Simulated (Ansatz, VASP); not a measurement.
**Two plane-wave programs on RuF2**

INCAR

```
  PREC = Accurate
  ENCUT = 520
  EDIFF = 1E-6
  ISMEAR = 0
  SIGMA = 0.05
  LREAL = F
  LASPH = T
  NELM = 80
  ALGO = Normal
  ISIF = 2
  LWAVE = F
  LCHARG = F
  GGA = PS
  NBANDS = 21
```

The input KPOINTS:

```
regular mesh
0
Gamma
  12 12 8
```

File POSCAR:

```
RuF2
1.0
    2.7897613188     -1.6106721472      0.0009761965
    2.7897613188      1.6106721472      0.0009761965
   -0.0013699124      0.0000000000      4.2719990961
Ru F
1 2
Direct
   -0.0155214704      0.0155214704      0.0000000000
    0.6666616947      0.6666616947      0.2235971744
    0.3333383053      0.3333383053      0.7764028256
```

Input for Ansatz:

```yaml
crystal:
  lattice:
    - [2.7897613188, -1.6106721472, 0.0009761965]
    - [2.7897613188, 1.6106721472, 0.0009761965]
    - [-0.0013699124, 0.0, 4.2719990961]
  atoms:
    - { symbol: Ru, position: [-0.0155214704, 0.0155214704, 0.0] }
    - { symbol: F, position: [0.6666616947, 0.6666616947, 0.2235971744] }
    - { symbol: F, position: [0.3333383053, 0.3333383053, 0.7764028256] }
basis:
  ecutwfc: 420
  ecutrho_ratio: 4
kpoints:
  mp_grid: { grid: [12, 12, 8] }
hamiltonian:
  xc: pbesol
scf:
  occupations: { method: gaussian, width: 0.05 }
output:
  forces: true
  stress: true
  eigenvalues: true
```

Alike in both runs: task single point; functional PBEsol; k mesh 12 × 12 × 8; occupations gaussian, width 0.05 eV; no spin polarisation.

|  | VASP | Ansatz |
| --- | --- | --- |
| version | VASP 6.6.1 | Ansatz 0.2.0 |
| potentials or method | VASP PAW PBE potentials, release 64 (Ru_pv, F), cutoff 520 eV | scalar-relativistic, plane waves, PAW |
| valence electrons in the cell | 28 | 30 |

```csv
,VASP,Ansatz,Ansatz less VASP
gap on the k mesh at the Fermi level (eV),0.50,0.51,+0.009
least direct gap on the mesh (eV),0.90,0.91,+0.005
pressure (GPa),0.6,0.4,-0.20
"traceless stress, the component that is largest in VASP (GPa)",-0.41,-0.03,+0.385
rms of the force components (eV/Å),0.375,0.361,-0.0131
```

VASP's potentials were made for PBE, not for PBEsol. Atom by atom the forces differ by 0.020 eV/Å (rms over components). VASP's potentials hold 28 valence electrons a cell and Ansatz's 30, so a difference there can come from the potentials and not from the codes.
